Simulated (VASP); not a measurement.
Input of a VASP 6.6.1 run:

File INCAR:

```
SYSTEM = Ga
PREC = Accurate ; ENCUT = 600
EDIFF = 1E-6 ; ISMEAR = -1
SIGMA = 0.1 ; LREAL = .FALSE.
LASPH = .TRUE. ; NELM = 80
ALGO = Normal ; ISIF = 3
LWAVE = .FALSE. ; LCHARG = .FALSE.
GGA = PS ; IBRION = 2
NSW = 80 ; EDIFFG = -0.01
```

KPOINTS

```
regular mesh
0
G
  8 8 11
  0 0 0
```

The input POSCAR:

```
Ga
1.0
    4.8020307411      0.0000000000      0.0000000000
   -2.4010153706      4.1586806116      0.0000000000
    0.0000000000      0.0000000000      2.9436448443
Ga
3
Direct
    0.0000000000      0.0000000000      0.0000000000
    0.3333333333      0.6666666667      0.5000000000
    0.6666666667      0.3333333333      0.5000000000
```

Potentials or basis: VASP PAW PBE potentials, release 64 (Ga_d).

Run with:

```bash
$ cat potpaw_PBE.64/Ga_d/POTCAR > POTCAR
$ mpirun -np 1 vasp_std > vasp.out
```

**Question.** What does it give for the relaxed cell?

**Answer.** a = 4.609 Å, b = 4.609 Å, c = 2.942 Å, α = 90.00°, β = 90.00°, γ = 120.00°.

**Question.** Predict the space group after relaxing (to 0.05 Å).

**Answer.** P6/mmm (No. 191).

**Question.** Estimate the relaxed volume.

**Answer.** 18.04 Å³/atom.

Final structure:
```
Ga
1.0
     4.60874    0.00000    0.00000
    -2.30437    3.99129    0.00000
     0.00000    0.00000    2.94196
Ga
3
Direct
  0.00000 0.00000 0.00000
  0.33333 0.66667 0.50000
  0.66667 0.33333 0.50000
```

Caveat: the PAW data sets were made with another functional, which shifts forces and pressure a little.
